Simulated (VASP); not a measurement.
Here is a VASP 6.6.1 calculation.

The input INCAR:

```
PREC = Accurate ; ENCUT = 520
EDIFF = 1E-6 ; ISMEAR = 0
SIGMA = 0.15 ; LREAL = False
LASPH = True ; NELM = 80
ALGO = Normal ; ISIF = 2
LWAVE = False ; LCHARG = False
GGA = PS ; NBANDS = 12
```

Contents of KPOINTS:

```
regular mesh
0
Gamma
  18 18 18
```

Contents of POSCAR:

```
Sc
1.0
    0.0000000000      2.2705000000      2.3840250000
    2.2705000000      0.0000000000      2.3840250000
    2.2705000000      2.2705000000      0.0000000000
Sc
1
Direct
    0.0000000000      0.0000000000      0.0000000000
```

Potentials or basis: VASP PAW PBE potentials, release 64 (Sc_sv).

Run with:

```console
$ cat potpaw_PBE.64/Sc_sv/POTCAR > POTCAR
$ mpirun -np 1 vasp_std > vasp.out
```

(1) What does it give for the pressure?

(2) Predict the band gap on the k mesh.

Answers

(1) -2.0 GPa.

(2) zero (an odd number of electrons rules out a gap without spin polarisation).

Caveat: the cell differs from its parent crystal (strain +0.000 along x and y, +0.050 along z); the PAW data sets were made with another functional, which shifts forces and pressure a little.
